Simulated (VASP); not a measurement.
# ZnS: single point with PBE

ZnS:

```
Zn S
1.0
     7.17918    0.00000    0.00000
    -3.58959    6.21735    0.00000
     0.00000    0.00000    5.88000
Zn S
8 8
Direct
  0.99920 0.99739 0.00125
  0.99964 0.00129 0.49938
  0.00149 0.50030 0.00100
  0.99908 0.49915 0.49972
  0.49945 0.99932 0.99995
  0.50054 0.99838 0.49954
  0.50115 0.50165 0.00159
  0.49905 0.49870 0.50049
  0.16760 0.33542 0.24895
  0.33124 0.16851 0.74839
  0.16672 0.83598 0.24917
  0.33428 0.66635 0.75023
  0.66579 0.33293 0.25296
  0.83278 0.16453 0.74641
  0.66884 0.83699 0.24657
  0.83354 0.66709 0.75136
```

```yaml
Program: VASP 6.6.1
Task: single point
Functional: PBE
Potentials_or_basis: VASP PAW PBE potentials, release 64 (Zn, S)
Cutoff: 520 eV
k_mesh: 3 × 3 × 2
Occupations: fermi-dirac, width 0.02 eV
Spin: no spin polarisation
Dipole_correction: no
Further_INCAR_settings: LREAL = Auto; ALGO = Normal; EDIFF = 1e-06; NBANDS = 86
```

```json
{
  "Pressure": "2.5 GPa",
  "Largest force": "0.146 eV/Å",
  "Band gap on the k mesh": "0.36 eV"
}
```

Forces on the atoms (eV/Å):
```
Zn   0.003  0.072 -0.068
Zn   0.019  0.002  0.040
Zn  -0.027 -0.024 -0.027
Zn   0.000  0.001  0.038
Zn  -0.025  0.047 -0.057
Zn  -0.051  0.032  0.057
Zn   0.017 -0.031 -0.012
Zn   0.014  0.019  0.009
S   -0.039  0.025 -0.029
S    0.114 -0.061  0.064
S    0.070 -0.085  0.036
S   -0.074  0.054 -0.058
S    0.019  0.035 -0.097
S   -0.055  0.104  0.076
S   -0.021 -0.130  0.062
S    0.034 -0.059 -0.035
```

Stress tensor (GPa, compression positive):
```
2.61 0.00 0.00
0.00 2.67 0.00
0.00 0.00 2.24
```

Levels at points of the mesh, in eV from the valence-band top:
```
           k point  band 70  band 71  band 72  band 73  band 74  band 75
(0.00, 0.00, 0.00)    -0.11    -0.11    -0.10     1.57     2.52     2.53
(0.00, 0.00, 0.50)    -0.36    -0.35    -0.35     2.04     2.05     2.07
```

Run time: 15 min on 1 thread of Intel Xeon 8259CL (shared host), peak memory 0.43 GiB.

Caveat: the k points lie up to 0.53 Å⁻¹ apart; semilocal functionals underestimate gaps, and a narrow one can read as zero. A k mesh can miss the band edges.
